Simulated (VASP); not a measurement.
Wanted: the native input for a VASP 6.6.1 run.

| Property | Result |
| --- | --- |
| Task | density of states |
| Functional | PBE |
| Dispersion | D3(BJ) |
| Potentials or basis | VASP PAW PBE potentials, release 64 (Sn_d, Se) |
| Cutoff | 520 eV |
| k mesh | 10 × 10 × 10 |
| Occupations | gaussian, width 0.02 eV |
| Spin | no spin polarisation |
| Dipole correction | no |
| k mesh for the DOS | 15 × 15 × 15 |
| Occupations for the DOS | tetrahedron |
| Further INCAR settings | ALGO = Normal; EDIFF = 1e-06 |

Crystal: SnSe.

```
Sn Se
1.0
     0.00000    2.98877    2.98877
     2.98877    0.00000    2.98877
     2.98877    2.98877    0.00000
Sn Se
1 1
Direct
  0.00000 0.00000 0.00000
  0.50000 0.50000 0.50000
```

The input as run:

POSCAR

```
SnSe
1.0
    0.0000000000      2.9887688204      2.9887688204
    2.9887688204      0.0000000000      2.9887688204
    2.9887688204      2.9887688204      0.0000000000
Sn Se
1 1
Direct
    0.0000000000      0.0000000000      0.0000000000
    0.5000000000      0.5000000000      0.5000000000
```

INCAR.step1

```
SYSTEM = SnSe
PREC = Accurate ; ENCUT = 520
EDIFF = 1E-6 ; ISMEAR = 0
SIGMA = 0.02 ; LREAL = .FALSE.
LASPH = .TRUE. ; NELM = 80
ALGO = Normal ; ISIF = 2
LWAVE = .FALSE. ; LCHARG = .TRUE.
GGA = PE ; IVDW = 12
NBANDS = 17
```

KPOINTS.step1

```
regular mesh
0
G
  10 10 10
  0 0 0
```

INCAR.step2

```
SYSTEM = SnSe
PREC = Accurate ; ENCUT = 520
EDIFF = 1E-6 ; ISMEAR = -5
SIGMA = 0.02 ; LREAL = .FALSE.
LASPH = .TRUE. ; NELM = 80
ALGO = Normal ; ISIF = 2
LWAVE = .FALSE. ; LCHARG = .FALSE.
GGA = PE ; IVDW = 12
LORBIT = 11 ; NEDOS = 2001
ICHARG = 11
```

KPOINTS.step2

```
regular mesh
0
G
  15 15 15
  0 0 0
```

Potentials or basis: VASP PAW PBE potentials, release 64 (Sn_d, Se).

Run with:

```sh
$ cat potpaw_PBE.64/Sn_d/POTCAR potpaw_PBE.64/Se/POTCAR > POTCAR
$ cp INCAR.step1 INCAR
$ cp KPOINTS.step1 KPOINTS
$ mpirun -np 1 vasp_std > vasp.out
$ cp INCAR.step2 INCAR
$ cp KPOINTS.step2 KPOINTS
$ mpirun -np 1 vasp_std > vasp.out
```

Results of the run:

```yaml
Valence_electrons_inside_the_program's_atomic_spheres: Sn 12.06; Se 3.81
Dispersion_energy_per_atom: -0.361 eV
```

Caveat: spin-orbit coupling is left out, which moves the levels of the heavy elements.

Wall time 64 s on 1 thread of Intel(R) Xeon(R) Platinum 8259CL CPU @ 2.50GHz (Skylake/Cascade Lake) (shared host), peak memory 0.25 GiB.
